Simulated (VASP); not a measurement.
# Zr2CdSnTe4 (I-42m) in VASP: single point with PBE

Aim: the single point of Zr2CdSnTe4 with PBE.

All numbers are computed with VASP 6.6.1; they aren't measurements. Logs are shortened: lines on timing, memory, paths and dates and some standing lists are left out, and cuts for length are marked.

### Step 1. The cell of the first run

The structure is tetragonal, space group I-42m (No. 121). Conventional cell: a = 8.231 Å, b = 8.231 Å, c = 7.051 Å, α = 90.00°, β = 90.00°, γ = 90.00°. Within 4.5 Å of Zr (site symmetry 222) lie 8 Te at 3.46 to 3.53 Å and 2 Zr at 3.53 Å and 2 Cd at 4.12 Å and 2 Sn at 4.12 Å. Cd (site symmetry -42m) has 4 Te at 2.80 Å and 2 Sn at 3.53 Å within 3.7 Å. Sn (site symmetry -42m) has 4 Te at 2.71 Å and 2 Cd at 3.53 Å within 3.6 Å. Te (site symmetry m) has 1 Sn at 2.71 Å and 1 Cd at 2.80 Å and 4 Zr at 3.46 to 3.53 Å within 3.6 Å.

### Step 2. Single point, PBE

File INCAR:

```
SYSTEM = Zr2CdSnTe4
ALGO = Normal ; EDIFF = 1E-7
ENCUT = 520 ; GGA = PE
ISIF = 2 ; ISMEAR = -1
LASPH = .True. ; LCHARG = .False.
LREAL = .False. ; LWAVE = .False.
NBANDS = 47 ; NELM = 100
PREC = Accurate ; SIGMA = 0.1
```

File KPOINTS:

```
k-points
0
Gamma
  6 6 6
  0 0 0
```

File POSCAR:

```
Zr2CdSnTe4
1.0
   -4.1156710000      4.1156710000      3.5256030000
    4.1156710000     -4.1156710000      3.5256030000
    4.1156710000      4.1156710000     -3.5256030000
Zr Cd Sn Te
2 1 1 4
Direct
    0.5000000000      0.0000000000      0.5000000000
    0.0000000000      0.5000000000      0.5000000000
    0.5000000000      0.5000000000      0.0000000000
    0.0000000000      0.0000000000      0.0000000000
    0.4216600000      0.4216600000      0.3641800000
    0.5783400000      0.9425200000      0.0000000000
    0.0574800000      0.0574800000      0.6358200000
    0.9425200000      0.5783400000      0.0000000000
```

Potentials or basis: VASP PAW PBE potentials, release 64 (Zr_sv, Cd, Sn_d, Te).

Launch:

```bash
$ cat potpaw_PBE.64/Zr_sv/POTCAR potpaw_PBE.64/Cd/POTCAR potpaw_PBE.64/Sn_d/POTCAR potpaw_PBE.64/Te/POTCAR > POTCAR
$ mpirun -np 1 vasp_std > vasp.out
```

OUTCAR:

```text
SYSTEM = Zr2CdSnTe4
   EDIFF = 1E-7
   ENCUT = 520
   GGA = PE
   ISIF = 2
   ISMEAR = -1
   LASPH = .True.
   LREAL = .False.
   NELM = 100
   PREC = Accurate

 ion  position               nearest neighbor table
   1  0.500  0.000  0.500-   7 3.46   6 3.46   8 3.46   5 3.46   2 3.53   2 3.53   5 3.53   6 3.53
                             8 3.53   7 3.53
   2  0.000  0.500  0.500-   7 3.46   8 3.46   6 3.46   5 3.46   1 3.53   1 3.53   5 3.53   8 3.53
                             6 3.53   7 3.53
   3  0.500  0.500  0.000-   5 2.80   7 2.80   6 2.80   8 2.80   4 3.53   4 3.53
   4  0.000  0.000  0.000-   7 2.71   5 2.71   6 2.71   8 2.71   3 3.53   3 3.53
   5  0.422  0.422  0.364-   4 2.71   3 2.80   1 3.46   2 3.46   2 3.53   1 3.53
   6  0.578  0.943  0.000-   4 2.71   3 2.80   2 3.46   1 3.46   1 3.53   2 3.53
   7  0.057  0.057  0.636-   4 2.71   3 2.80   2 3.46   1 3.46   1 3.53   2 3.53
   8  0.943  0.578  0.000-   4 2.71   3 2.80   1 3.46   2 3.46   2 3.53   1 3.53

  LATTYP: Found a body centered tetragonal cell.
 ALAT       =     8.2313420000
 C/A-ratio  =     0.8566289677

  Lattice vectors:

 A1 = (  -4.1156710000,   4.1156710000,   3.5256030000)
 A2 = (   4.1156710000,  -4.1156710000,   3.5256030000)
 A3 = (   4.1156710000,   4.1156710000,  -3.5256030000)

Analysis of symmetry for initial positions (statically):
=====================================================================
 Subroutine PRICEL returns:
 Original cell was already a primitive cell.

 Routine SETGRP: Setting up the symmetry group for a
 body centered tetragonal supercell.

 Subroutine GETGRP returns: Found  8 space group operations
 (whereof  8 operations were pure point group operations)
 out of a pool of 16 trial point group operations.

The static configuration has the point symmetry D_2d.

Analysis of symmetry for dynamics (positions and initial velocities):
=====================================================================
 Subroutine PRICEL returns:
 Original cell was already a primitive cell.

 Routine SETGRP: Setting up the symmetry group for a
 body centered tetragonal supercell.

 Subroutine GETGRP returns: Found  8 space group operations
 (whereof  8 operations were pure point group operations)
 out of a pool of 16 trial point group operations.

The dynamic configuration has the point symmetry D_2d.

 Subroutine INISYM returns: Found  8 space group operations
 (whereof  8 operations are pure point group operations),
 and found     1 'primitive' translations

[... 109 lines left out ...]
   NSW    =      0    number of steps for IOM
   IBRION =     -1    ionic relax: 0-MD 1-quasi-New 2-CG
   NFREE  =      0    steps in history (QN), initial steepest desc. (CG)
   ISIF   =      2    stress and relaxation
   ISYM   =      2    0-nonsym 1-usesym 2-fastsym
   POTIM  = 0.5000    time-step for ionic-motion
   TEBEG  =    0.0;   TEEND  =   0.0 temperature during run
   PSTRESS=    0.0 pullay stress
   NELECT =      74.0000    total number of electrons
   NUPDOWN=      -1.0000    fix difference up-down
   EMIN   =  10.00;   EMAX   =-10.00  energy-range for DOS
   EFERMI =   0.00;   METHOD = LEGACY
   ISMEAR =    -1;   SIGMA  =   0.10  broadening in eV -4-tet -1-fermi 0-gaus
   EFERMI_NEDOS =   21; number of points for ismear=-14 and -15
   IALGO  =     38    algorithm
   IMIX   =      4    mixing-type and parameters
     AMIX     =   0.40;   BMIX     =  1.00
     AMIX_MAG =   1.60;   BMIX_MAG =  1.00
  volume/ion in A,a.u.               =      29.86       201.50
  Fermi-wavevector in a.u.,A,eV,Ry     =   1.107713  2.093274 16.694724  1.227028
  Thomas-Fermi vector in A             =   2.244231
   LORBIT       =      0    0 simple, 1 ext, 2 COOP (PROOUT), +10 PAW based schemes
   GGA     = PE    functional components
   LHFCALC =     F    Hartree Fock is set to
   AEXX    =    0.0000 exact exchange contribution
   IVDW    =     0    specifies the selected vdW correction
   LEPSILON=     F    determine dielectric tensor
   LRPA    =     F    only Hartree local field effects (RPA)
 non-spin polarized calculation
  energy-cutoff  :      520.00
  volume of cell :      238.88
 maximum number of plane-waves:      6454
 NGX is ok and might be reduce to    54
   NGX = 25   NGY = 25   NGZ = 25

 number of electron      74.0000000 magnetization

 Free energy of the ion-electron system (eV)
  ---------------------------------------------------
  ext. energy  EPLUGINS =         0.00000000
  ---------------------------------------------------
  free energy    TOTEN  =       -33.13087138 eV

  energy without entropy =      -32.80585519  energy(sigma->0) =      -32.96836329

 E-fermi :   7.0378     XC(G=0):  -9.7038

 val. band max:        7.0260577519   @ k =   0.3333  -0.0000   0.0000
 cond. band min:       7.0415426126   @ k =   0.1667   0.1667   0.1667
 fundamental gap:      0.0154848607
 Fermi energy:         7.0377610322

 k-point     1 :       0.0000    0.0000    0.0000
  band No.  band energies     occupation
      1     -43.2614      2.00000
      2     -43.2486      2.00000
      3     -21.3316      2.00000
      4     -21.3316      2.00000
      5     -21.2713      2.00000
      6     -21.2713      2.00000
[... 1189 lines left out ...]
     46       8.9350      0.00000
     47       9.0538      0.00000

 [... further k-points ...]
[... 5 lines left out ...]
  --------------------------------------------------------------------------------------
  -------------------------------------------------------------------------------------
  Total       -0.9344244     -0.9344244      2.3050482      0.0000000      0.0000000      0.0000000
  in kB       -6.2672941     -6.2672941     15.4602282      0.0000000      0.0000000      0.0000000
  external PRESSURE =       0.9752133 kB  Pullay stress =       0.0000000 kB

 VOLUME and BASIS-vectors are now :
 -----------------------------------------------------------------------------
  energy-cutoff  :      520.00
  volume of cell :      238.88
      direct lattice vectors                 reciprocal lattice vectors
    -4.115671000  4.115671000  3.525603000     0.000000000  0.121486873  0.141819711
     4.115671000 -4.115671000  3.525603000     0.121486873  0.000000000  0.141819711
     4.115671000  4.115671000 -3.525603000     0.121486873  0.121486873  0.000000000

 POSITION                                       TOTAL-FORCE (eV/Angst)
 -----------------------------------------------------------------------------------
      0.00000      4.11567      0.00000        -0.000000      0.000000     -0.000000
      4.11567      0.00000      0.00000        -0.000000      0.000000      0.000000
      0.00000      0.00000      3.52560        -0.000000     -0.000000      0.000000
      0.00000      0.00000      0.00000        -0.000000      0.000000     -0.000000
      1.49885      1.49885      1.68926         1.549670      1.549670      0.776085
      1.49885     -1.49885      5.36195         1.549670     -1.549670     -0.776085
      2.61683      2.61683     -1.83635        -1.549670     -1.549670      0.776085
     -1.49885      1.49885      5.36195        -1.549670      1.549670     -0.776085
 -----------------------------------------------------------------------------------
    total drift:                                0.000002      0.000002      0.000001

  FREE ENERGIE OF THE ION-ELECTRON SYSTEM (eV)
  ---------------------------------------------------
  free  energy   TOTEN  =       -33.1308713811 eV

  energy  without entropy=      -32.8058551940  energy(sigma->0) =      -32.96836329
```

It took 6.1 min on 1 thread of Intel Xeon Platinum 8488C (Sapphire Rapids), shared host; peak memory 0.63 GiB.

What came out:

| Quantity | Value |
| --- | --- |
| Free energy | -33.1309 eV |
| Pressure | 0.1 GPa |
| Largest force | 2.325 eV/Å |
| Band gap on the k mesh | zero (bands 37 and 38 overlap by 0.23 eV) |

Forces in eV/Å, atoms in the order of the input:
```
Zr   0.000  0.000  0.000
Zr   0.000  0.000  0.000
Cd   0.000  0.000  0.000
Sn   0.000  0.000  0.000
Te   1.550  1.550  0.776
Te   1.550 -1.550 -0.776
Te  -1.550 -1.550  0.776
Te  -1.550  1.550 -0.776
```

Caveat: spin-orbit coupling is left out, which moves the levels of the heavy elements; forces of over 1 eV/Å act on the atoms, so gaps and moduli don't describe the material at rest.
